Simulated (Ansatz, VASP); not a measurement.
## Sn: VASP beside Ansatz

Contents of INCAR:

```
ALGO = Normal ; EDIFF = 1E-6
ENCUT = 520 ; GGA = PS
GGA_COMPAT = F ; ISIF = 2
ISMEAR = 1 ; LASPH = T
LCHARG = F ; LORBIT = 11
LORBMOM = T ; LREAL = F
LSORBIT = T ; LWAVE = F
MAGMOM = 0 0 0 ; NBANDS = 25
NELM = 150 ; PREC = Accurate
SIGMA = 0.1
```

File KPOINTS:

```
k-points
0
Gamma
  7 7 7
```

File POSCAR:

```
Sn
1.0
   -1.9005610000      1.9065240000      1.8877350000
    1.8824330000     -1.9359940000      1.8990770000
    1.8786930000      1.9141260000     -1.9172050000
Sn
1
Direct
    0.0492100000      0.0603890000      0.0318140000
```

Contents of input.yaml:

```yaml
crystal:
  lattice:
    - [-1.900561, 1.906524, 1.887735]
    - [1.882433, -1.935994, 1.899077]
    - [1.878693, 1.914126, -1.917205]
  atoms:
    - { symbol: Sn, position: [0.04921, 0.060389, 0.031814] }
kpoints:
  mp_grid: { grid: [7, 7, 7] }
scf:
  occupations: { method: methfessel_paxton, width: 0.1 }
hamiltonian:
  xc: pbesol
  pseudopotentials: { kind: all_electron, lapw: { basis_error: 0.001 } }
magnetization:
  noncollinear: true
  spin_orbit: true
output:
  forces: true
  stress: true
  eigenvalues: true
```

Alike in both runs: task single point; functional PBEsol; k mesh 7 × 7 × 7; occupations methfessel-paxton of order 1, width 0.1 eV; non-collinear spin, spin-orbit coupling.

|  | VASP | Ansatz |
| --- | --- | --- |
| version | VASP 6.6.1 | Ansatz 0.2.0 |
| potentials or method | VASP PAW PBE potentials, release 64 (Sn_d), cutoff 520 eV | all-electron LAPW, relativistic spinors |

|  | VASP | Ansatz | Ansatz less VASP |
| --- | --- | --- | --- |
| pressure (GPa) | -1.7 | -1.7 | +0.04 |
| traceless stress, the component that is largest in VASP (GPa) | -0.38 | -0.38 | -0.005 |

VASP's potentials were made for PBE, not for PBEsol. Ansatz ran all-electron here, and VASP with PAW potentials.

Noted on Ansatz's run: the k mesh is thin for a metal, which can move the energy by tens of meV per atom.
